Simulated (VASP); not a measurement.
Wanted: the native input for a VASP 6.6.1 run.

```
Task                   : single point
Functional             : LDA
Potentials or basis    : VASP PAW LDA potentials, release 64 (Pt)
Cutoff                 : 520 eV
k mesh                 : 15 × 15 × 15
Occupations            : gaussian, width 0.1 eV
Spin                   : no spin polarisation
Dipole correction      : no
Further INCAR settings : ALGO = Normal; EDIFF = 1e-06; NBANDS = 11
```

The structure of Pt lies in POSCAR:

```
Pt
1.0
   -1.5604567000      1.5604567000      1.5842200000
    1.5604567000     -1.5604567000      1.5842200000
    1.5604567000      1.5604567000     -1.5842200000
Pt
1
Direct
    0.0000000000      0.0000000000      0.0000000000
```

One way to write it, as run:

INCAR

```
  ALGO = Normal
  EDIFF = 1E-6
  ENCUT = 520
  GGA = CA
  ISIF = 2
  ISMEAR = 0
  LASPH = True
  LCHARG = True
  LELF = True
  LREAL = False
  LVHAR = True
  LWAVE = False
  NBANDS = 11
  NELM = 60
  PREC = Accurate
  SIGMA = 0.1
```

KPOINTS

```
k-points
0
Gamma
  15 15 15
```

Potentials or basis: VASP PAW LDA potentials, release 64 (Pt).

The run is started by

```bash
$ cat potpaw_LDA.64/Pt/POTCAR > POTCAR
$ mpirun -np 1 vasp_std > vasp.out
```

It gave:

| Property | Result |
| --- | --- |
| Pressure | -8.8 GPa |
| Band gap on the k mesh | zero (band 5 reaches 11.49 eV, above the bottom of band 6 at 9.38 eV) |

Caveat: spin-orbit coupling is left out, which moves the levels of the heavy elements.

Run time: 40 s on 1 thread of Intel Xeon 8259CL (shared host), peak memory 0.16 GiB.
